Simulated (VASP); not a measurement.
Set up this calculation in VASP 6.6.1, as the native input.

| Item | Value |
| --- | --- |
| Task | single point |
| Functional | PBE |
| Potentials or basis | VASP PAW PBE potentials, release 64 (Si, F) |
| Cutoff | 520 eV |
| k mesh | 12 × 12 × 12 |
| Occupations | fermi-dirac, width 0.05 eV |
| Spin | no spin polarisation |
| Dipole correction | no |
| Further INCAR settings | ALGO = Normal; EDIFF = 1e-06; NBANDS = 12 |

The structure of SiF lies in POSCAR:

```
SiF
1.0
    1.3386000000      0.7728400000      3.8983100000
   -1.3386000000      0.7728400000      3.8983100000
    0.0000000000     -1.5456800000      3.8983100000
Si F
1 1
Direct
    0.5002550000      0.4945410000      0.5089140000
    0.0016540000      0.0163870000     -0.0155930000
```

This cell differs from its parent crystal: atoms moved at random.

The input as run:

INCAR

```
ALGO = Normal
EDIFF = 1E-6
ENCUT = 520
GGA = PE
ISIF = 2
ISMEAR = -1
LASPH = T
LCHARG = F
LREAL = F
LWAVE = F
NBANDS = 12
NELM = 60
PREC = Accurate
SIGMA = 0.05
```

KPOINTS

```
k-points
0
Gamma
  12 12 12
```

Potentials or basis: VASP PAW PBE potentials, release 64 (Si, F).

Command:

```sh
$ cat potpaw_PBE.64/Si/POTCAR potpaw_PBE.64/F/POTCAR > POTCAR
$ mpirun -np 1 vasp_std > vasp.out
```

It gave:

The pressure is 0.0 GPa and the largest force is 0.106 eV/Å.

Caveat: the cell differs from its parent crystal (atoms moved at random); an odd number of electrons without spin polarisation forces a metal; a magnetic or distorted state may lie lower.

It took 3.1 min on 1 thread of Intel(R) Xeon(R) Platinum 8488C (Sapphire Rapids) (shared host), peak memory 0.35 GiB.
